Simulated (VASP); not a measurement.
# Ga2GeSe2 (P-3m1) in VASP: further runs

The runs below take Ga2GeSe2 through single point, relaxation of cell and atoms, with PBE.

Everything below comes from runs of VASP 6.6.1. Logs are shortened: lines on timing, memory, paths and dates and some standing lists are left out, and cuts for length are marked.

### 1 The cell of the first run

The structure is trigonal, space group P-3m1 (No. 164). The conventional cell has a = 3.895 Å, b = 3.895 Å, c = 20.978 Å, α = 90.00°, β = 90.00°, γ = 120.00°. Within 3.3 Å of Ga (site symmetry 3m) lie 1 Ge at 2.46 Å and 3 Se at 2.52 Å. Within 3.3 Å of Ga (site symmetry 3m) lie 1 Ga at 2.46 Å and 3 Se at 2.52 Å. Within 3.2 Å of Ge (site symmetry 3m) lie 3 Ge at 2.42 Å and 1 Ga at 2.46 Å. Se (site symmetry 3m) has 3 Ga at 2.52 Å within 3.3 Å. Within 3.3 Å of Se (site symmetry 3m) lie 3 Ga at 2.52 Å.

### 2 Single point, PBE

The input, INCAR:

```
ALGO = Normal
EDIFF = 1E-6
ENCUT = 520
GGA = PE
ISIF = 2
ISMEAR = 0
LASPH = True
LCHARG = True
LELF = True
LREAL = False
LVHAR = True
LWAVE = False
NBANDS = 63
NELM = 80
PREC = Accurate
SIGMA = 0.2
```

The input, KPOINTS:

```
k-points
0
Gamma
  6 6 1
```

The input, POSCAR:

```
Ga2GeSe2
1.0
    3.8953536659      0.0000000000      0.0000000000
   -1.9476768330      3.3734752314      0.0000000000
    0.0000000000      0.0000000000     20.9775191038
Ga Ge Se
4 2 4
Direct
    0.6666666667      0.3333333333      0.6386511238
    0.3333333333      0.6666666667      0.3613488762
    0.0000000000      0.0000000000      0.0587111338
    1.0000000000      0.0000000000      0.9412888662
    0.3333333333      0.6666666667      0.4787094060
    0.6666666667      0.3333333333      0.5212905940
    1.0000000000      0.0000000000      0.3075862851
    0.0000000000      0.0000000000      0.6924137149
    0.6666666667      0.3333333333      0.8873188996
    0.3333333333      0.6666666667      0.1126811004
```

Potentials or basis: VASP PAW PBE potentials, release 64 (Ga_d, Ge_d, Se).

The run is started by

```console
$ cat potpaw_PBE.64/Ga_d/POTCAR potpaw_PBE.64/Ge_d/POTCAR potpaw_PBE.64/Se/POTCAR > POTCAR
$ mpirun -np 1 vasp_std > vasp.out
```

OUTCAR:

```text
EDIFF = 1E-6
   ENCUT = 520
   GGA = PE
   ISIF = 2
   ISMEAR = 0
   LASPH = True
   LREAL = False
   NELM = 80
   PREC = Accurate

 ion  position               nearest neighbor table
   1  0.667  0.333  0.639-   6 2.46   8 2.52   8 2.52   8 2.52
   2  0.333  0.667  0.361-   5 2.46   7 2.52   7 2.52   7 2.52
   3  0.000  0.000  0.059-   4 2.46  10 2.52  10 2.52  10 2.52
   4  0.000  0.000  0.941-   3 2.46   9 2.52   9 2.52   9 2.52
   5  0.333  0.667  0.479-   6 2.42   6 2.42   6 2.42   2 2.46
   6  0.667  0.333  0.521-   5 2.42   5 2.42   5 2.42   1 2.46
   7  0.000  0.000  0.308-   2 2.52   2 2.52   2 2.52
   8  0.000  0.000  0.692-   1 2.52   1 2.52   1 2.52
   9  0.667  0.333  0.887-   4 2.52   4 2.52   4 2.52
  10  0.333  0.667  0.113-   3 2.52   3 2.52   3 2.52

  LATTYP: Found a hexagonal cell.
 ALAT       =     3.8953536659
 C/A-ratio  =     5.3852668854

  Lattice vectors:

 A1 = (   3.8953536659,   0.0000000000,   0.0000000000)
 A2 = (  -1.9476768330,   3.3734752314,   0.0000000000)
 A3 = (   0.0000000000,   0.0000000000,  20.9775191038)

Analysis of symmetry for initial positions (statically):
=====================================================================
 Subroutine PRICEL returns:
 Original cell was already a primitive cell.

 Routine SETGRP: Setting up the symmetry group for a
 hexagonal supercell.

 Subroutine GETGRP returns: Found 12 space group operations
 (whereof 12 operations were pure point group operations)
 out of a pool of 24 trial point group operations.

The static configuration has the point symmetry D_3d.

Analysis of symmetry for dynamics (positions and initial velocities):
=====================================================================
 Subroutine PRICEL returns:
 Original cell was already a primitive cell.

 Routine SETGRP: Setting up the symmetry group for a
 hexagonal supercell.

 Subroutine GETGRP returns: Found 12 space group operations
 (whereof 12 operations were pure point group operations)
 out of a pool of 24 trial point group operations.

The dynamic configuration has the point symmetry D_3d.

 Subroutine INISYM returns: Found 12 space group operations
 (whereof 12 operations are pure point group operations),
 and found     1 'primitive' translations

----------------------------------------------------------------------------------------

                                     Primitive cell

  volume of cell :     275.6630

  direct lattice vectors                    reciprocal lattice vectors
     3.895353666  0.000000000  0.000000000     0.256716100  0.148215109  0.000000000
    -1.947676833  3.373475231  0.000000000     0.000000000  0.296430219  0.000000000
     0.000000000  0.000000000 20.977519104     0.000000000  0.000000000  0.047670079

  length of vectors
     3.895353666  3.895353666 20.977519104     0.296430219  0.296430219  0.047670079

  position of ions in fractional coordinates (direct lattice)
     0.666666667  0.333333333  0.638651124
     0.333333333  0.666666667  0.361348876
     0.000000000  0.000000000  0.058711134
     0.000000000  0.000000000  0.941288866
     0.333333333  0.666666667  0.478709406
     0.666666667  0.333333333  0.521290594
     0.000000000  0.000000000  0.307586285
     0.000000000  0.000000000  0.692413715
     0.666666667  0.333333333  0.887318900
     0.333333333  0.666666667  0.112681100

  ion indices of the primitive-cell ions
   primitive index   ion index
                 1           1
                 2           2
                 3           3
                 4           4
                 5           5
                 6           6
                 7           7
                 8           8
                 9           9
                10          10

----------------------------------------------------------------------------------------

 KPOINTS: k-points

Automatic generation of k-mesh.
 Grid dimensions read from file:
 generate k-points for:    6    6    1

 Generating k-lattice:

[... 56 lines left out ...]
  band No.  band energies     occupation
      1     -21.6681      2.00000
      2     -21.6613      2.00000
      3     -21.5717      2.00000
      4     -21.5602      2.00000
      5     -21.5068      2.00000
      6     -21.4963      2.00000
[... 55 lines left out ...]
     62       6.6514      0.00000
     63       7.2893      0.00000

 k-point     3 :       0.3333    0.0000    0.0000
  band No.  band energies     occupation
      1     -21.6723      2.00000
      2     -21.6451      2.00000
      3     -21.5713      2.00000
      4     -21.5392      2.00000
      5     -21.5260      2.00000
      6     -21.4565      2.00000
[... 55 lines left out ...]
     62       6.9861      0.00000
     63       7.8463      0.00000

 k-point     4 :       0.5000    0.0000    0.0000
  band No.  band energies     occupation
      1     -21.6729      2.00000
      2     -21.6226      2.00000
      3     -21.5826      2.00000
      4     -21.5621      2.00000
      5     -21.5045      2.00000
      6     -21.4496      2.00000
[... 55 lines left out ...]
     62       6.9861      0.00000
     63       7.7524      0.00000

 k-point     5 :       0.1667    0.1667    0.0000
  band No.  band energies     occupation
      1     -21.6767      2.00000
      2     -21.6472      2.00000
      3     -21.5636      2.00000
      4     -21.5472      2.00000
      5     -21.5126      2.00000
      6     -21.4807      2.00000
[... 55 lines left out ...]
     62       6.8653      0.00000
     63       7.0102      0.00000

 k-point     6 :       0.3333    0.1667    0.0000
  band No.  band energies     occupation
      1     -21.6828      2.00000
      2     -21.6209      2.00000
      3     -21.5792      2.00000
      4     -21.5375      2.00000
      5     -21.5050      2.00000
      6     -21.4601      2.00000
[... 55 lines left out ...]
     62       6.6109      0.00000
     63       7.3166      0.00000

 k-point     7 :       0.3333    0.3333    0.0000
  band No.  band energies     occupation
      1     -21.6900      2.00000
      2     -21.5986      2.00000
      3     -21.5986      2.00000
      4     -21.4865      2.00000
      5     -21.4865      2.00000
      6     -21.4822      2.00000
[... 55 lines left out ...]
     62       8.1538      0.00000
     63       8.7485      0.00000

------------------------ aborting loop because EDIFF is reached ----------------------------------------

  FORCE on cell =-STRESS in cart. coord.  units (eV):
  Direction    XX          YY          ZZ          XY          YZ          ZX
  --------------------------------------------------------------------------------------
  -------------------------------------------------------------------------------------
  Total        0.2959237      0.2959237      0.1551551     -0.0000000      0.0000000     -0.0000000
  in kB        1.7199339      1.7199339      0.9017746     -0.0000000      0.0000000     -0.0000000
  external PRESSURE =       1.4472142 kB  Pullay stress =       0.0000000 kB

 VOLUME and BASIS-vectors are now :
 -----------------------------------------------------------------------------
  energy-cutoff  :      520.00
  volume of cell :      275.66
      direct lattice vectors                 reciprocal lattice vectors
     3.895353666  0.000000000  0.000000000     0.256716100  0.148215109  0.000000000
    -1.947676833  3.373475231  0.000000000     0.000000000  0.296430219  0.000000000
     0.000000000  0.000000000 20.977519104     0.000000000  0.000000000  0.047670079

 POSITION                                       TOTAL-FORCE (eV/Angst)
 -----------------------------------------------------------------------------------
      1.94768      1.12449     13.39732        -0.000000     -0.000000     -0.003705
     -0.00000      2.24898      7.58020         0.000000      0.000000      0.003705
      0.00000      0.00000      1.23161        -0.000000      0.000000     -0.014269
      0.00000      0.00000     19.74591         0.000000     -0.000000      0.014269
     -0.00000      2.24898     10.04214        -0.000000      0.000000     -0.016910
      1.94768      1.12449     10.93538         0.000000     -0.000000      0.016910
      0.00000      0.00000      6.45240         0.000000      0.000000     -0.005767
      0.00000      0.00000     14.52512         0.000000      0.000000      0.005767
      1.94768      1.12449     18.61375        -0.000000      0.000000     -0.017324
     -0.00000      2.24898      2.36377         0.000000      0.000000      0.017324
 -----------------------------------------------------------------------------------
    total drift:                                0.000000      0.000000     -0.000000

  FREE ENERGIE OF THE ION-ELECTRON SYSTEM (eV)
  ---------------------------------------------------
  free  energy   TOTEN  =       -39.2591507605 eV

  energy  without entropy=      -39.2547028362  energy(sigma->0) =      -39.25692680
```

It took 96 s on 1 thread of Intel Xeon 6975P-C (Granite Rapids), shared host; peak memory 0.42 GiB.

What came out:

| Item | Value |
| --- | --- |
| Free energy | -39.2592 eV |
| Pressure | 0.1 GPa |
| Largest force | 0.017 eV/Å |
| Band gap on the k mesh | 0.33 eV |

Forces in eV/Å, atoms in the order of the input:
```
Ga   0.000  0.000 -0.004
Ga   0.000  0.000  0.004
Ga   0.000  0.000 -0.014
Ga   0.000  0.000  0.014
Ge   0.000  0.000 -0.017
Ge   0.000  0.000  0.017
Se   0.000  0.000 -0.006
Se   0.000  0.000  0.006
Se   0.000  0.000 -0.017
Se   0.000  0.000  0.017
```

Caveat: this functional lacks dispersion, which binds layers or chains, so the pressure and a relaxed spacing across them are unreliable.

### 3 Relaxation of cell and atoms, PBE

This run uses another cell than the first one, of 24.39 Å³/atom.

The input, INCAR:

```
ALGO = Normal ; EDIFF = 1E-6
EDIFFG = -0.08 ; ENCUT = 600
GGA = PE ; IBRION = 2
ISIF = 3 ; ISMEAR = 0
LASPH = T ; LCHARG = F
LREAL = F ; LWAVE = F
NELM = 80 ; NSW = 36
PREC = Accurate ; SIGMA = 0.15
```

The input, KPOINTS:

```
k-points
0
Gamma
  4 4 1
```

The input, POSCAR:

```
Ga2GeSe2
1.0
    3.8500000000      0.0000000000      0.0000000000
   -1.9250000000      3.3341978000      0.0000000000
    0.0000000000      0.0000000000     19.0000000000
Ga Ge Se
4 2 4
Direct
    0.6666666700      0.3333333300      0.6500000000
    0.3333333300      0.6666666700      0.3500000000
    0.0000000000      0.0000000000      0.0640000000
    0.0000000000      0.0000000000      0.9360000000
    0.3333333300      0.6666666700      0.4790000000
    0.6666666700      0.3333333300      0.5210000000
    0.0000000000      0.0000000000      0.2890000000
    0.0000000000      0.0000000000      0.7110000000
    0.6666666700      0.3333333300      0.8740000000
    0.3333333300      0.6666666700      0.1260000000
```

Potentials or basis: VASP PAW PBE potentials, release 64 (Ga_d, Ge_d, Se).

The run is started by

```console
$ cat potpaw_PBE.64/Ga_d/POTCAR potpaw_PBE.64/Ge_d/POTCAR potpaw_PBE.64/Se/POTCAR > POTCAR
$ mpirun -np 1 vasp_std > vasp.out
```

Run time: 6 min. Hardware: 1 thread of Intel Xeon 6975P-C (Granite Rapids), shared host; peak memory 0.47 GiB.

It converged, with:

```
Free energy                           : -38.9412 eV
Relaxed volume                        : 26.01 Å³/atom
Relaxed cell                          : a = 3.950 Å, b = 3.950 Å, c = 19.248 Å, α = 90.00°, β = 90.00°, γ = 120.00°
Space group after relaxing (to 0.1 Å) : P-3m1 (No. 164)
Energy gained by relaxing             : 17.2 meV/atom
Ionic steps                           : 10
Pressure after relaxing               : 0.0 GPa
Largest force after relaxing          : 0.075 eV/Å
Band gap on the k mesh                : 0.08 eV
```

Forces on the atoms (eV/Å):
```
Ga   0.000  0.000 -0.031
Ga   0.000  0.000  0.031
Ga   0.000  0.000 -0.031
Ga   0.000  0.000  0.031
Ge   0.000  0.000 -0.064
Ge   0.000  0.000  0.064
Se   0.000  0.000  0.075
Se   0.000  0.000 -0.075
Se   0.000  0.000 -0.023
Se   0.000  0.000  0.023
```

Stress tensor (GPa, compression positive):
```
-0.14  0.00  0.00
 0.00 -0.14  0.00
 0.00  0.00  0.19
```

The path:
| step | energy change (eV) | largest force (eV/Å) | pressure (GPa) | volume (Å³) |
| --- | --- | --- | --- | --- |
| 1 | 0.0000 | 0.7002 | 2.27 | 243.90 |
| 2 | -0.1174 | 0.3858 | -0.39 | 256.29 |
| 3 | -0.1177 | 0.3801 | -0.27 | 255.63 |
| 4 | -0.1476 | 0.2040 | -0.02 | 256.27 |
| 5 | -0.1519 | 0.2441 | 0.10 | 256.64 |
| 6 | -0.1598 | 0.1101 | 0.05 | 257.48 |
| 7 | -0.1613 | 0.1127 | 0.01 | 258.02 |
| 8 | -0.1654 | 0.0923 | 0.01 | 258.51 |
| 9 | -0.1684 | 0.1426 | 0.04 | 259.41 |
| 10 | -0.1720 | 0.0750 | -0.03 | 260.13 |

Final structure:
```
CELL_PARAMETERS angstrom
3.95040 0.00000 0.00000
-1.97520 3.42115 0.00000
0.00000 0.00000 19.24754
ATOMIC_POSITIONS crystal
Ga 0.66667 0.33333 0.65066
Ga 0.33333 0.66667 0.34934
Ga 0.00000 0.00000 0.06389
Ga 0.00000 0.00000 0.93611
Ge 0.33333 0.66667 0.47785
Ge 0.66667 0.33333 0.52215
Se 0.00000 0.00000 0.29239
Se 0.00000 0.00000 0.70761
Se 0.66667 0.33333 0.87968
Se 0.33333 0.66667 0.12032
```

Levels at points of the mesh, in eV from the valence-band top:
```
           k point  band 50  band 51  band 52  band 53  band 54  band 55
(0.00, 0.00, 0.00)    -0.18    -0.18     0.00     0.08     0.84     1.34
(0.50, 0.00, 0.00)    -1.72    -1.63    -1.54     1.00     1.04     1.70
```

Caveat: the k points lie up to 0.46 Å⁻¹ apart in the final cell; this functional lacks dispersion, which binds layers or chains, so the pressure and a relaxed spacing across them are unreliable; the relaxation stopped at a loose force limit of 0.08 eV/Å, so its end isn't a converged minimum.

### 4 Relaxation of cell and atoms, PBE

This run uses another cell than the first one, of 25.03 Å³/atom.

The input, INCAR:

```
SYSTEM = Ga2GeSe2
ALGO = Normal
EDIFF = 1E-6
EDIFFG = -0.08
ENCUT = 600
GGA = PE
IBRION = 2
ISIF = 3
ISMEAR = 0
LASPH = .TRUE.
LCHARG = .FALSE.
LREAL = .FALSE.
LWAVE = .FALSE.
NELM = 100
NSW = 36
PREC = Accurate
SIGMA = 0.15
```

The input, KPOINTS:

```
k-points
0
G
  4 4 1
  0 0 0
```

The input, POSCAR:

```
Ga2GeSe2
1.0
    3.8500000000      0.0000000000      0.0000000000
   -1.9250000000      3.3341978000      0.0000000000
    0.0000000000      0.0000000000     19.5000000000
Ga Ge Se
4 2 4
Direct
    0.6666666700      0.3333333300      0.7680000000
    0.6666666700      0.3333333300      0.6420000000
    0.3333333300      0.6666666700      0.2320000000
    0.3333333300      0.6666666700      0.3580000000
    0.3333333300      0.6666666700      0.0180000000
    0.6666666700      0.3333333300      0.9820000000
    0.0000000000      0.0000000000      0.5820000000
    0.0000000000      0.0000000000      0.8280000000
    0.0000000000      0.0000000000      0.1720000000
    0.0000000000      0.0000000000      0.4180000000
```

The run is started by

```console
$ cat potpaw_PBE.64/Ga_d/POTCAR potpaw_PBE.64/Ge_d/POTCAR potpaw_PBE.64/Se/POTCAR > POTCAR
$ mpirun -np 1 vasp_std > vasp.out
```

Wall time 9.8 min (1 thread of Intel Xeon 6975P-C (Granite Rapids), shared host); peak memory 0.47 GiB.

The run converged. Its results:

| Item | Value |
| --- | --- |
| Free energy | -38.0251 eV |
| Relaxed volume | 28.57 Å³/atom |
| Relaxed cell | a = 3.910 Å, b = 3.910 Å, c = 21.582 Å, α = 90.00°, β = 90.00°, γ = 120.00° |
| Space group after relaxing (to 0.1 Å) | P-3m1 (No. 164) |
| Energy gained by relaxing | 37.2 meV/atom |
| Ionic steps | 12 |
| Pressure after relaxing | -0.1 GPa |
| Largest force after relaxing | 0.072 eV/Å |
| Band gap on the k mesh | 0.18 eV |

Forces on the atoms (eV/Å):
```
Ga   0.000  0.000  0.012
Ga   0.000  0.000  0.010
Ga   0.000  0.000 -0.012
Ga   0.000  0.000 -0.010
Ge   0.000  0.000  0.005
Ge   0.000  0.000 -0.005
Se   0.000  0.000  0.060
Se   0.000  0.000 -0.072
Se   0.000  0.000  0.072
Se   0.000  0.000 -0.060
```

The path:
```csv
step,energy change (eV),largest force (eV/Å),pressure (GPa),volume (Å³)
1,0.0000,0.6024,2.45,250.31
2,-0.1427,0.6011,-0.21,264.44
3,-0.1447,0.6024,-0.54,266.46
4,-0.2014,0.3448,-0.21,267.05
5,-0.2299,0.6363,0.27,267.85
6,-0.2733,0.4425,0.16,269.69
7,-0.3115,0.2171,0.02,273.49
8,-0.3334,0.1851,0.14,274.88
9,-0.3575,0.1196,0.52,278.25
10,-0.3665,0.1807,-0.31,286.00
11,-0.3677,0.1428,-0.11,284.05
12,-0.3721,0.0717,-0.09,285.67
```

Final structure:
```yaml
crystal:
  lattice:
    - [3.90952, 0.00000, 0.00000]
    - [-1.95476, 3.38574, 0.00000]
    - [0.00000, 0.00000, 21.58197]
  atoms:
    - { symbol: Ga, position: [0.66667, 0.33333, 0.76527] }
    - { symbol: Ga, position: [0.66667, 0.33333, 0.65026] }
    - { symbol: Ga, position: [0.33333, 0.66667, 0.23473] }
    - { symbol: Ga, position: [0.33333, 0.66667, 0.34974] }
    - { symbol: Ge, position: [0.33333, 0.66667, 0.01768] }
    - { symbol: Ge, position: [0.66667, 0.33333, 0.98232] }
    - { symbol: Se, position: [0.00000, 0.00000, 0.59780] }
    - { symbol: Se, position: [0.00000, 0.00000, 0.81812] }
    - { symbol: Se, position: [0.00000, 0.00000, 0.18188] }
    - { symbol: Se, position: [0.00000, 0.00000, 0.40220] }
```

Levels at points of the mesh, in eV from the valence-band top:
| k point | band 49 | band 50 | band 51 | band 52 | band 53 | band 54 | band 55 | band 56 |
| --- | --- | --- | --- | --- | --- | --- | --- | --- |
| (0.00, 0.00, 0.00) | -1.30 | -0.72 | 0.00 | 0.00 | 0.18 | 0.57 | 1.43 | 1.46 |
| (0.50, 0.00, 0.00) | -2.26 | -2.15 | -1.70 | -1.17 | 0.57 | 0.99 | 1.03 | 1.15 |

Caveat: the k points lie up to 0.46 Å⁻¹ apart in the final cell; this functional lacks dispersion, which binds layers or chains, so the pressure and a relaxed spacing across them are unreliable; the relaxation stopped at a loose force limit of 0.08 eV/Å, so its end isn't a converged minimum. A k mesh can miss the band edges.

### 5 Summary

```tsv
task	cell	k mesh	cutoff (eV)	smearing	gap on the mesh (eV)	pressure (GPa)	relaxed volume (Å³/atom)	largest force (eV/Å)
single point	a = 3.895, b = 3.895, c = 20.978 Å, angles 90.0, 90.0, 120.0°, 10 atoms, atomic positions A	6 × 6 × 1	520	gaussian 0.2 eV	0.33	0.1	-	0.02
relaxation of cell and atoms	relaxed from a = 3.850, b = 3.850, c = 19.000 Å, angles 90.0, 90.0, 120.0°, 10 atoms, atomic positions B	4 × 4 × 1	600	gaussian 0.15 eV	0.08	0.0	26.01	0.08
relaxation of cell and atoms	relaxed from a = 3.850, b = 3.850, c = 19.500 Å, angles 90.0, 90.0, 120.0°, 10 atoms, atomic positions C	4 × 4 × 1	600	gaussian 0.15 eV	0.18	-0.1	28.57	0.07
```

Alike in all rows: level PBE; potentials or basis VASP PAW PBE potentials, release 64 (Ga_d, Ge_d, Se); no spin polarisation.

Caveats: some runs use coarse meshes; this functional lacks dispersion, which binds layers or chains, so the pressure and a relaxed spacing across them are unreliable; the relaxation stopped at a loose force limit of 0.08 eV/Å, so its end isn't a converged minimum (at least some runs).

Total energies depend on the potentials used, so only differences within one code and one set of settings carry meaning.
